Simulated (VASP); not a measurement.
# SiC in VASP: further runs

SiC is run at these levels: PBE; tasks: single point.

Everything below comes from runs of VASP 6.6.1. Logs are shortened: lines on timing, memory, paths and dates and some standing lists are left out, and cuts for length are marked.

### 1 The cell of the first run

The structure is trigonal, space group R3m (No. 160). The conventional cell has a = 3.010 Å, b = 3.010 Å, c = 7.257 Å, α = 90.00°, β = 90.00°, γ = 120.00°. Within 2.4 Å of Si (site symmetry 3m) lie 4 C at 1.81 to 1.84 Å. C (site symmetry 3m) has 4 Si at 1.81 to 1.84 Å within 2.4 Å.

### 2 Single point, PBE

The input, INCAR:

```
SYSTEM = SiC
PREC     = Accurate       ! precision mode
ENCUT    = 520            ! plane-wave cutoff, eV
EDIFF    = 1E-6           ! SCF threshold, eV
ISMEAR   = 0              ! smearing method
SIGMA    = 0.05           ! smearing width, eV
LREAL    = .FALSE.        ! projectors in reciprocal space
LASPH    = .TRUE.         ! aspherical terms in the spheres
NELM     = 80             ! most SCF steps
ALGO     = Normal         ! electronic algorithm
ISIF     = 2              ! what is computed and relaxed
LWAVE    = .FALSE.        ! write WAVECAR
LCHARG   = .FALSE.        ! write CHGCAR
GGA      = PE             ! functional
NBANDS   = 11             ! bands
```

The input, KPOINTS:

```
regular mesh
0
G
  12 12 12
  0 0 0
```

The input, POSCAR:

```
SiC
1.0
    0.0000000000      2.1287340962      2.1287340962
    2.1287340962      0.0000000000      2.1287340962
    2.1061695147      2.1061695147      0.0225645814
Si C
1 1
Direct
    0.0000000000      0.0000000000      0.0000000000
    0.7500000000      0.7500000000      0.7500000000
```

Potentials or basis: VASP PAW PBE potentials, release 64 (Si, C).

Command:

```sh
$ cat potpaw_PBE.64/Si/POTCAR potpaw_PBE.64/C/POTCAR > POTCAR
$ mpirun -np 1 vasp_std > vasp.out
```

OUTCAR:

```text
SYSTEM = SiC
   PREC = Accurate
   ENCUT = 520
   EDIFF = 1E-6
   ISMEAR = 0
   LREAL = .FALSE.
   LASPH = .TRUE.
   NELM = 80
   ISIF = 2
   GGA = PE

 ion  position               nearest neighbor table
   1  0.000  0.000  0.000-   2 1.81   2 1.84   2 1.84   2 1.84
   2  0.750  0.750  0.750-   1 1.81   1 1.84   1 1.84   1 1.84

  LATTYP: Found a trigonal (rhomboedric) cell.
 ALAT       =     2.9786589617
 COS(alpha) =     0.4892583576

  Lattice vectors:

 A1 = (   2.1061695147,  -0.0225645815,  -2.1061695148)
 A2 = (  -0.0225645815,   2.1061695147,  -2.1061695148)
 A3 = (   2.1061695147,   2.1061695147,   0.0225645814)

Analysis of symmetry for initial positions (statically):
=====================================================================
 Subroutine PRICEL returns:
 Original cell was already a primitive cell.

 Routine SETGRP: Setting up the symmetry group for a
 trigonal (rhombohedral) supercell.

 Subroutine GETGRP returns: Found  6 space group operations
 (whereof  6 operations were pure point group operations)
 out of a pool of 12 trial point group operations.

The static configuration has the point symmetry C_3v.

Analysis of symmetry for dynamics (positions and initial velocities):
=====================================================================
 Subroutine PRICEL returns:
 Original cell was already a primitive cell.

 Routine SETGRP: Setting up the symmetry group for a
 trigonal (rhombohedral) supercell.

 Subroutine GETGRP returns: Found  6 space group operations
 (whereof  6 operations were pure point group operations)
 out of a pool of 12 trial point group operations.

The dynamic configuration has the point symmetry C_3v.

 Subroutine INISYM returns: Found  6 space group operations
 (whereof  6 operations are pure point group operations),
 and found     1 'primitive' translations

----------------------------------------------------------------------------------------

                                     Primitive cell

  volume of cell :      18.9860

  direct lattice vectors                    reciprocal lattice vectors
     0.000000000  2.128734096  2.128734096    -0.236146364  0.233616394  0.236146364
     2.128734096  0.000000000  2.128734096     0.233616394 -0.236146364  0.236146364
     2.106169515  2.106169515  0.022564581     0.238676333  0.238676333 -0.238676333

  length of vectors
     3.010484630  3.010484630  2.978658962     0.407562056  0.407562056  0.413399535

  position of ions in fractional coordinates (direct lattice)
     0.000000000  0.000000000  0.000000000
     0.750000000  0.750000000  0.750000000

  ion indices of the primitive-cell ions
   primitive index   ion index
                 1           1
                 2           2

----------------------------------------------------------------------------------------

 KPOINTS: regular mesh

Automatic generation of k-mesh.
 Grid dimensions read from file:
 generate k-points for:   12   12   12

 Generating k-lattice:

  Cartesian coordinates                     Fractional coordinates (reciprocal lattice)
    -0.019678864  0.019468033  0.019678864     0.083333333  0.000000000  0.000000000
     0.019468033 -0.019678864  0.019678864     0.000000000  0.083333333  0.000000000
     0.019889694  0.019889694 -0.019889694     0.000000000  0.000000000  0.083333333

  Length of vectors
     0.033963505  0.033963505  0.034449961

  Shift w.r.t. Gamma in fractional coordinates (k-lattice)
     0.000000000  0.000000000  0.000000000

 Subroutine IBZKPT returns following result:
 ===========================================

 Found    189 irreducible k-points:

 Following reciprocal coordinates:
            Coordinates               Weight
  0.000000  0.000000  0.000000      1.000000
  0.083333  0.000000 -0.000000      6.000000
  0.166667  0.000000 -0.000000      6.000000
  0.250000  0.000000 -0.000000      6.000000
  0.333333  0.000000  0.000000      6.000000
  0.416667  0.000000 -0.000000      6.000000
[... 16 lines left out ...]
  0.500000  0.166667 -0.000000     12.000000
 -0.416667  0.166667  0.000000     12.000000
 [... further k-points ...]
   k-points           NKPTS =    189   k-points in BZ     NKDIM =    189   number of bands    NBANDS=     11
   number of dos      NEDOS =    301   number of ions     NIONS =      2
   total plane-waves  NPLWV =  13824
   dimension x,y,z NGX =    24 NGY =   24 NGZ =   24
   dimension x,y,z NGXF=    48 NGYF=   48 NGZF=   48
   ions per type =               1   1
   NGX,Y,Z   is equivalent  to a cutoff of  13.25, 13.25, 13.39 a.u.
   NGXF,Y,Z  is equivalent  to a cutoff of  26.51, 26.51, 26.79 a.u.
 SYSTEM =  SiC
   PREC   = accura    normal or accurate (medium, high low for compatibility)
   ISTART =      0    job   : 0-new  1-cont  2-samecut
   ICHARG =      2    charge: 1-file 2-atom 10-const
   ISPIN  =      1    spin polarized calculation?
   LNONCOLLINEAR =      F non collinear calculations
   LSORBIT =      F    spin-orbit coupling
   LASPH  =      T    aspherical Exc in radial PAW
   ENCUT  =  520.0 eV  38.22 Ry    6.18 a.u.   5.60  5.60  5.54*2*pi/ulx,y,z
   NELM   =     80;   NELMIN=  2; NELMDL= -5     # of ELM steps
   EDIFF  = 0.1E-05   stopping-criterion for ELM
   LREAL  =      F    real-space projection
   EDIFFG = 0.1E-04   stopping-criterion for IOM
   NSW    =      0    number of steps for IOM
   IBRION =     -1    ionic relax: 0-MD 1-quasi-New 2-CG
   NFREE  =      0    steps in history (QN), initial steepest desc. (CG)
   ISIF   =      2    stress and relaxation
   ISYM   =      2    0-nonsym 1-usesym 2-fastsym
   POTIM  = 0.5000    time-step for ionic-motion
   TEBEG  =    0.0;   TEEND  =   0.0 temperature during run
   PSTRESS=    0.0 pullay stress
   NELECT =       8.0000    total number of electrons
   NUPDOWN=      -1.0000    fix difference up-down
   EMIN   =  10.00;   EMAX   =-10.00  energy-range for DOS
   EFERMI =   0.00;   METHOD = LEGACY
   ISMEAR =     0;   SIGMA  =   0.05  broadening in eV -4-tet -1-fermi 0-gaus
   EFERMI_NEDOS =   21; number of points for ismear=-14 and -15
   IALGO  =     38    algorithm
   IMIX   =      4    mixing-type and parameters
     AMIX     =   0.40;   BMIX     =  1.00
     AMIX_MAG =   1.60;   BMIX_MAG =  1.00
  volume/ion in A,a.u.               =       9.49        64.06
  Fermi-wavevector in a.u.,A,eV,Ry     =   1.227327  2.319312 20.494890  1.506332
  Thomas-Fermi vector in A             =   2.362295
   LORBIT       =      0    0 simple, 1 ext, 2 COOP (PROOUT), +10 PAW based schemes
   GGA     = PE    functional components
   LHFCALC =     F    Hartree Fock is set to
   AEXX    =    0.0000 exact exchange contribution
   IVDW    =     0    specifies the selected vdW correction
   LEPSILON=     F    determine dielectric tensor
   LRPA    =     F    only Hartree local field effects (RPA)
 non-spin polarized calculation
 Gauss-broadening in eV      SIGMA  =   0.05
  energy-cutoff  :      520.00
  volume of cell :       18.99
 maximum number of plane-waves:       533
   NGX = 11   NGY = 11   NGZ = 11

 number of electron       7.9999999 magnetization

 Free energy of the ion-electron system (eV)
  ---------------------------------------------------
  ext. energy  EPLUGINS =         0.00000000
  ---------------------------------------------------
  free energy    TOTEN  =       -14.90280960 eV

  energy without entropy =      -14.90280960  energy(sigma->0) =      -14.90280960

 E-fermi :   9.3619     XC(G=0): -11.7361

 val. band max:        9.1720164653   @ k =   0.0000   0.0000   0.0000
 cond. band min:      10.3685650378   @ k =   0.5000   0.5000  -0.0000
 fundamental gap:      1.1965485725
 Fermi energy:         9.3618864760

 k-point     1 :       0.0000    0.0000    0.0000
  band No.  band energies     occupation
      1      -6.9939      2.00000
      2       9.0652      2.00000
      3       9.0652      2.00000
      4       9.1720      2.00000
      5      16.2567      0.00000
      6      16.9016      0.00000
      7      16.9016      0.00000
      8      17.4040      0.00000
      9      24.1289      0.00000
     10      24.1289      0.00000
     11      26.9366      0.00000

 k-point     2 :       0.0833    0.0000   -0.0000
  band No.  band energies     occupation
      1      -6.8497      2.00000
      2       8.3321      2.00000
      3       8.9741      2.00000
      4       9.0655      2.00000
      5      16.4500      0.00000
      6      17.0850      0.00000
      7      17.1374      0.00000
      8      17.5630      0.00000
      9      23.3060      0.00000
     10      23.3820      0.00000
     11      26.3031      0.00000

 k-point     3 :       0.1667    0.0000   -0.0000
  band No.  band energies     occupation
      1      -6.4212      2.00000
      2       6.6260      2.00000
      3       8.7484      2.00000
      4       8.8254      2.00000
      5      16.2600      0.00000
      6      17.4317      0.00000
      7      17.7216      0.00000
      8      18.2820      0.00000
      9      22.4349      0.00000
     10      22.6156      0.00000
     11      25.4949      0.00000

 k-point     4 :       0.2500    0.0000   -0.0000
  band No.  band energies     occupation
      1      -5.7225      2.00000
      2       4.6096      2.00000
      3       8.4829      2.00000
      4       8.5420      2.00000
      5      15.9213      0.00000
      6      17.4614      0.00000
      7      17.7313      0.00000
      8      19.2110      0.00000
      9      22.5957      0.00000
     10      22.8909      0.00000
     11      25.0589      0.00000
[... 239 lines left out ...]
 k-point    22 :       0.4167    0.1667   -0.0000
  band No.  band energies     occupation
      1      -3.9588      2.00000
      2       2.3335      2.00000
      3       6.7565      2.00000
      4       7.2581      2.00000
      5      14.2042      0.00000
      6      17.6273      0.00000
      7      19.0175      0.00000
      8      19.2644      0.00000
      9      23.3610      0.00000
     10      27.3097      0.00000
     11      28.0575      0.00000

 k-point    23 :       0.5000    0.1667   -0.0000
  band No.  band energies     occupation
      1      -2.9964      2.00000
      2       0.9060      2.00000
      3       6.2686      2.00000
      4       7.3442      2.00000
      5      14.2581      0.00000
      6      17.6432      0.00000
      7      18.5446      0.00000
      8      20.4255      0.00000
      9      23.7993      0.00000
     10      27.3695      0.00000
     11      28.3744      0.00000

 k-point    24 :      -0.4167    0.1667    0.0000
  band No.  band energies     occupation
      1      -2.8058      2.00000
      2       0.6580      2.00000
      3       5.9201      2.00000
      4       7.5945      2.00000
      5      14.5912      0.00000
      6      17.5743      0.00000
      7      18.2183      0.00000
      8      21.0659      0.00000
      9      24.5324      0.00000
     10      25.3814      0.00000
     11      28.2647      0.00000

 [... further k-points ...]
[... 5 lines left out ...]
  --------------------------------------------------------------------------------------
  -------------------------------------------------------------------------------------
  Total        3.0936405      3.0936405      3.0936405      0.4421106     -0.4421106     -0.4421106
  in kB      261.0639789    261.0639789    261.0639789     37.3085181    -37.3085181    -37.3085181
  external PRESSURE =     261.0639789 kB  Pullay stress =       0.0000000 kB

 VOLUME and BASIS-vectors are now :
 -----------------------------------------------------------------------------
  energy-cutoff  :      520.00
  volume of cell :       18.99
      direct lattice vectors                 reciprocal lattice vectors
     0.000000000  2.128734096  2.128734096    -0.236146364  0.233616394  0.236146364
     2.128734096  0.000000000  2.128734096     0.233616394 -0.236146364  0.236146364
     2.106169515  2.106169515  0.022564581     0.238676333  0.238676333 -0.238676333

 POSITION                                       TOTAL-FORCE (eV/Angst)
 -----------------------------------------------------------------------------------
      0.00000      0.00000      0.00000        -0.151807     -0.151807      0.151807
      3.17618      3.17618      3.21002         0.151807      0.151807     -0.151807
 -----------------------------------------------------------------------------------
    total drift:                                0.000015      0.000015     -0.000015

  FREE ENERGIE OF THE ION-ELECTRON SYSTEM (eV)
  ---------------------------------------------------
  free  energy   TOTEN  =       -14.9028096040 eV

  energy  without entropy=      -14.9028096040  energy(sigma->0) =      -14.90280960
```

Run time: 35 s. Hardware: 1 thread of AMD EPYC 7R43 (Zen 3), shared host; peak memory 0.12 GiB.

What came out:

```yaml
Free_energy: -14.9028 eV
Pressure: 26.1 GPa
Largest_force: 0.263 eV/Å
Band_gap_on_the_k_mesh: 1.20 eV, indirect (least direct gap 4.52 eV)
```

Forces in eV/Å, atoms in the order of the input:
```
Si  -0.152 -0.152  0.152
C    0.152  0.152 -0.152
```

A k mesh can miss the band edges. A hybrid or GW would open this gap; PBE tends to underestimate it.

### 3 Single point, PBE

This run uses another cell than the first one, of the same volume but with other edges.

The input, INCAR:

```
SYSTEM = SiC
PREC     = Accurate       ! precision mode
ENCUT    = 520            ! plane-wave cutoff, eV
EDIFF    = 1E-6           ! SCF threshold, eV
ISMEAR   = 0              ! smearing method
SIGMA    = 0.05           ! smearing width, eV
LREAL    = .False.        ! projectors in reciprocal space
LASPH    = .True.         ! aspherical terms in the spheres
NELM     = 100            ! most SCF steps
ALGO     = Normal         ! electronic algorithm
ISIF     = 2              ! what is computed and relaxed
LWAVE    = .False.        ! write WAVECAR
LCHARG   = .False.        ! write CHGCAR
GGA      = PE             ! functional
NBANDS   = 11             ! bands
```

The input, KPOINTS:

```
regular mesh
0
Gamma
  12 12 12
  0 0 0
```

The input, POSCAR:

```
SiC
1.0
    0.0000000000      2.0836971738      2.0836971738
    2.0836971738      0.0000000000      2.0836971738
    2.1521813542      2.1521813542     -0.0684841804
Si C
1 1
Direct
    0.0000000000      0.0000000000      0.0000000000
    0.7500000000      0.7500000000      0.7500000000
```

Potentials or basis: VASP PAW PBE potentials, release 64 (Si, C).

Command:

```sh
$ cat potpaw_PBE.64/Si/POTCAR potpaw_PBE.64/C/POTCAR > POTCAR
$ mpirun -np 1 vasp_std > vasp.out
```

Run time: 37 s. Hardware: 1 thread of AMD EPYC 7R43 (Zen 3), shared host; peak memory 0.12 GiB.

It converged, with:

* Free energy: -14.8483 eV
* Pressure: 26.8 GPa
* Largest force: 0.617 eV/Å
* Band gap on the k mesh: 1.11 eV, indirect (least direct gap 4.31 eV)

Forces on the atoms (eV/Å):
```
Si   0.356  0.356 -0.356
C   -0.356 -0.356  0.356
```

Stress tensor (GPa, compression positive):
```
 26.83 -10.66  10.66
-10.66  26.83  10.66
 10.66  10.66  26.83
```

Levels at points of the mesh, in eV from the valence-band top:
| k point | band 2 | band 3 | band 4 | band 5 | band 6 | band 7 |
| --- | --- | --- | --- | --- | --- | --- |
| (0.00, 0.00, 0.00) | -0.37 | 0.00 | 0.00 | 6.13 | 8.06 | 8.23 |
| (0.50, 0.00, 0.00) | -9.11 | -1.32 | -1.23 | 5.77 | 7.03 | 7.70 |
| (0.50, 0.50, 0.00) | -8.19 | -3.72 | -3.19 | 1.11 | 4.57 | 14.70 |
| (0.00, 0.00, 0.50) | -9.23 | -0.89 | -0.89 | 6.86 | 7.92 | 7.92 |

### 4 Single point, PBE

This run uses another cell than the first one, of the same volume but with other edges.

The input, INCAR:

```
SYSTEM = SiC
PREC     = Accurate       ! precision mode
ENCUT    = 520            ! plane-wave cutoff, eV
EDIFF    = 1E-6           ! SCF threshold, eV
ISMEAR   = 0              ! smearing method
SIGMA    = 0.05           ! smearing width, eV
LREAL    = .FALSE.        ! projectors in reciprocal space
LASPH    = .TRUE.         ! aspherical terms in the spheres
NELM     = 60             ! most SCF steps
ALGO     = Normal         ! electronic algorithm
ISIF     = 2              ! what is computed and relaxed
LWAVE    = .FALSE.        ! write WAVECAR
LCHARG   = .FALSE.        ! write CHGCAR
GGA      = PE             ! functional
NBANDS   = 11             ! bands
```

The input, KPOINTS:

```
regular mesh
0
G
  12 12 12
  0 0 0
```

The input, POSCAR:

```
SiC
1.0
    0.0000000000      2.0726291452      2.0726291452
    2.0726291452      0.0000000000      2.0726291452
    2.1641011782      2.1641011782     -0.0914720329
Si C
1 1
Direct
    0.0000000000      0.0000000000      0.0000000000
    0.7500000000      0.7500000000      0.7500000000
```

Command:

```sh
$ cat potpaw_PBE.64/Si/POTCAR potpaw_PBE.64/C/POTCAR > POTCAR
$ mpirun -np 1 vasp_std > vasp.out
```

It took 35 s on 1 thread of AMD EPYC 7R43 (Zen 3), shared host; peak memory 0.12 GiB.

Results (log left out):

```
Free energy            : -14.8016 eV
Pressure               : 27.5 GPa
Largest force          : 0.771 eV/Å
Band gap on the k mesh : 1.04 eV, indirect (least direct gap 4.19 eV)
```

Forces on the atoms (eV/Å):
```
Si   0.445  0.445 -0.445
C   -0.445 -0.445  0.445
```

Stress tensor (GPa, compression positive):
```
 27.45 -14.02  14.02
-14.02  27.45  14.02
 14.02  14.02  27.45
```

Levels at points of the mesh, in eV from the valence-band top:
| k point | band 2 | band 3 | band 4 | band 5 | band 6 | band 7 |
| --- | --- | --- | --- | --- | --- | --- |
| (0.00, 0.00, 0.00) | -0.51 | 0.00 | 0.00 | 5.65 | 8.22 | 8.33 |
| (0.50, 0.00, 0.00) | -9.14 | -1.41 | -1.29 | 5.57 | 6.89 | 7.75 |
| (0.50, 0.50, 0.00) | -8.23 | -3.83 | -3.15 | 1.04 | 4.57 | 14.49 |
| (0.00, 0.00, 0.50) | -9.30 | -0.84 | -0.84 | 7.07 | 8.02 | 8.02 |

A k mesh can miss the band edges. As with any semilocal functional, this PBE gap is likely too small.

(Continued in part 2 of 2.)
